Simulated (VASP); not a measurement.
Wanted: the native input for a VASP 6.6.1 run.

| Quantity | Value |
| --- | --- |
| Task | single point |
| Functional | PBE |
| Dispersion | D3(BJ) |
| Potentials or basis | VASP PAW PBE potentials, release 64 (Si, Al) |
| Cutoff | 520 eV |
| k mesh | 2 × 2 × 2 |
| Occupations | gaussian, width 0.05 eV |
| Spin | collinear spin, zero start |
| Starting moments | [0.0, 0.0, 0.0, 0.0, 0.0, 0.0, 0.0, 0.0, 0.0, 0.0, 0.0, 0.0, 0.0, 0.0, 0.0, 0.0, 0.0] μB |
| Dipole correction | no |
| Further INCAR settings | LREAL = Auto; ALGO = Normal; EDIFF = 1e-06; NBANDS = 52 |

The structure of AlSi16 (a cell with a defect) lies in POSCAR:

```
AlSi16
1.0
    0.0000000000      5.4300000000      5.4300000000
    5.4300000000      0.0000000000      5.4300000000
    5.4300000000      5.4300000000      0.0000000000
Si Al
16 1
Direct
    0.0505578269     -0.0109930018     -0.0196970534
    0.1271870166      0.1346888582      0.1260072744
   -0.0168915285      0.0193837937      0.4993005525
    0.1285437385      0.1344892265      0.6118776243
   -0.0167705341      0.5080066298      0.0104771639
    0.1284247698      0.6206247698      0.1258249540
   -0.0164837937      0.5075808471      0.4989552486
    0.0721792818      0.6486715470      0.6397623389
    0.5031907919      0.0193782689      0.0109093923
    0.6771777164      0.1130922652      0.1040602210
    0.5041721915      0.0208686924      0.4647826888
    0.6100947514      0.1553551565      0.6178617864
    0.5040943831      0.4739091160      0.0120967772
    0.6101974217      0.6266443831      0.1462274401
    0.4445851750      0.5244492634      0.5153551565
    0.6104533149      0.6257098527      0.6171713628
    0.4752559853      0.8469499079      0.8375515654
```

One way to write it, as run:

INCAR

```
SYSTEM = AlSi16
PREC = Accurate
ENCUT = 520
EDIFF = 1E-6
ISMEAR = 0
SIGMA = 0.05
LREAL = Auto
LASPH = .TRUE.
NELM = 150
ALGO = Normal
ISIF = 2
LWAVE = .FALSE.
LCHARG = .FALSE.
ISPIN = 2
MAGMOM = 0 0 0 0 0 0 0 0 0 0 0 0 0 0 0 0 0
LORBIT = 11
GGA = PE
IVDW = 12
NBANDS = 52
```

KPOINTS

```
regular mesh
0
G
  2 2 2
  0 0 0
```

Potentials or basis: VASP PAW PBE potentials, release 64 (Si, Al).

Run with:

```sh
$ cat potpaw_PBE.64/Si/POTCAR potpaw_PBE.64/Al/POTCAR > POTCAR
$ mpirun -np 1 vasp_std > vasp.out
```

It gave:

```json
{
 "Pressure": "2.1 GPa",
 "Largest force": "0.843 eV/Å",
 "Net moment": "0.00 μB per cell",
 "Valence electrons inside the program's atomic spheres": "Si 1.70, 1.69, 1.68, 1.72, 1.67 (each value once); Al 0.86",
 "Dispersion energy per atom": "-0.330 eV"
}
```

Caveat: the k points lie up to 0.50 Å⁻¹ apart; no moment was typed at the start, so none could form.

Run time: 12 min on 1 thread of Intel Xeon 8259CL (shared host), peak memory 0.71 GiB.
